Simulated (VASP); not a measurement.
Here is a VASP 6.6.1 calculation.

The input INCAR:

```
  ALGO = Normal
  EDIFF = 1E-6
  ENCUT = 500
  GGA = CA
  GGA_COMPAT = F
  ISIF = 2
  ISMEAR = -1
  LASPH = T
  LCHARG = T
  LELF = T
  LREAL = F
  LVHAR = T
  LWAVE = F
  NBANDS = 12
  NELM = 120
  PREC = Accurate
  SIGMA = 0.1
```

The input KPOINTS:

```
k-points
0
Gamma
  5 5 5
```

The input POSCAR:

```
SiI
1.0
    0.0000000000      3.3567831912      3.3567831912
    3.3567831912      0.0000000000      3.3567831912
    3.3567831912      3.3567831912      0.0000000000
Si I
1 1
Direct
    0.0000000000      0.0000000000      0.0000000000
    0.2500000000      0.2500000000      0.2500000000
```

Potentials or basis: VASP PAW LDA potentials, release 64 (Si, I).

The run is started by

```bash
$ cat potpaw_LDA.64/Si/POTCAR potpaw_LDA.64/I/POTCAR > POTCAR
$ mpirun -np 1 vasp_std > vasp.out
```

(1) What does it give for the band gap on the k mesh?

(2) Estimate the pressure.

Results:

(1) zero (an odd number of electrons rules out a gap without spin polarisation).

(2) 0.0 GPa.

Caveat: spin-orbit coupling is left out, which moves the levels of the heavy elements; an odd number of electrons without spin polarisation forces a metal; a magnetic or distorted state may lie lower.
